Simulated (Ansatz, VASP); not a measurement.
One calculation of Sn, two programs

File INCAR:

```
SYSTEM = Sn
PREC = Accurate
ENCUT = 520
EDIFF = 1E-6
ISMEAR = -1
SIGMA = 0.1
LREAL = .False.
LASPH = .True.
NELM = 60
ALGO = Normal
ISIF = 2
LWAVE = .False.
LCHARG = .False.
GGA = PS
NBANDS = 13
```

KPOINTS

```
Automatic mesh
0
Gamma
  8 8 8
  0 0 0
```

The input POSCAR:

```
Sn
1.0
   -1.9341067669      1.8562088451      1.9154921701
    1.9341067669     -1.8562088451      1.9154921701
    1.9341067669      1.8562088451     -1.9154921701
Sn
1
Direct
    0.0033238040     -0.0009931105     -0.0019548735
```

Input for Ansatz:

```yaml
crystal:
  lattice:
    - [-1.9341067669035112, 1.8562088450847534, 1.9154921701125445]
    - [1.9341067669034842, -1.8562088450847103, 1.9154921701124898]
    - [1.934106766903505, 1.8562088450847032, -1.9154921701125143]
  atoms:
    - { symbol: Sn, position: [0.0033238040347604975, -0.0009931105435183388, -0.0019548734617855813] }
kpoints:
  mp_grid:
    grid: [8, 8, 8]
hamiltonian:
  xc: pbesol
  pseudopotentials:
    kind: paw
scf:
  occupations:
    method: fermi_dirac
output:
  forces: true
  stress: true
```

Alike in both runs: task single point; functional PBEsol; k mesh 8 × 8 × 8; no spin polarisation.

```csv
,VASP,Ansatz
version,VASP 6.6.1,Ansatz 0.2.0
potentials or method,"VASP PAW PBE potentials, release 64 (Sn_d)","plane waves, PAW"
plane-wave cutoff (eV),520,420
occupations,"fermi-dirac, width 0.1 eV",fermi-dirac
valence electrons in the cell,14,14
```

```csv
,VASP,Ansatz,Ansatz less VASP
pressure (GPa),-2.3,-2.3,+0.04
"traceless stress, the component that is largest in VASP (GPa)",0.68,0.68,+0.002
```

VASP's potentials were made for PBE, not for PBEsol.
